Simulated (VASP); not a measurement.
Set up this calculation in VASP 6.6.1, as the native input.

| Property | Result |
| --- | --- |
| Task | relaxation of cell and atoms |
| Functional | RPBE |
| Dispersion | D4 |
| Potentials or basis | VASP PAW PBE potentials, release 64 (Pb_d, F) |
| Cutoff | 600 eV |
| k mesh | 8 × 8 × 8 |
| Occupations | fermi-dirac, width 0.05 eV |
| Spin | no spin polarisation |
| Dipole correction | no |
| Further INCAR settings | ALGO = Normal; EDIFF = 1e-07; IBRION = 2; EDIFFG = -0.01; NSW = 60; ISIF = 3 |

The structure of PbF2 lies in POSCAR:

```
PbF2
1.0
    0.0000000000      2.9636600000      2.9636600000
    2.9636600000      0.0000000000      2.9636600000
    2.9636600000      2.9636600000      0.0000000000
Pb F
1 2
Direct
    0.0000000000      0.0000000000      0.0000000000
    0.7500000000      0.7500000000      0.7500000000
    0.2500000000      0.2500000000      0.2500000000
```

The input as run:

INCAR

```
PREC = Accurate ; ENCUT = 600
EDIFF = 1E-7 ; ISMEAR = -1
SIGMA = 0.05 ; LREAL = F
LASPH = T ; NELM = 120
ALGO = Normal ; ISIF = 3
LWAVE = F ; LCHARG = F
GGA = RP ; IVDW = 13
IBRION = 2 ; NSW = 60
EDIFFG = -0.01 ; GGA_COMPAT = F
NELMIN = 4
```

KPOINTS

```
regular mesh
0
Gamma
  8 8 8
```

Potentials or basis: VASP PAW PBE potentials, release 64 (Pb_d, F).

The run is started by

```console
$ cat potpaw_PBE.64/Pb_d/POTCAR potpaw_PBE.64/F/POTCAR > POTCAR
$ mpirun -np 1 vasp_std > vasp.out
```

Results of the run:

The relaxed volume is 18.20 Å³/atom, the relaxed cell is a = 4.259 Å, b = 4.259 Å, c = 4.259 Å, α = 60.00°, β = 60.00°, γ = 60.00° and the space group after relaxing (to 0.1 Å) is Fm-3m (No. 225). The energy gained by relaxing is 29.9 meV/atom, the ionic steps are 6 and the pressure after relaxing is -0.1 GPa. The band gap on the k mesh is 4.55 eV (least direct gap 4.68 eV) and the dispersion energy per atom is -0.379 eV.

Caveat: the PAW data sets were made with another functional, which shifts forces and pressure a little; spin-orbit coupling is left out, which moves the levels of the heavy elements.

Wall time 100 s on 1 thread of AMD EPYC 9R45 (Zen 5) (shared host), peak memory 0.19 GiB.
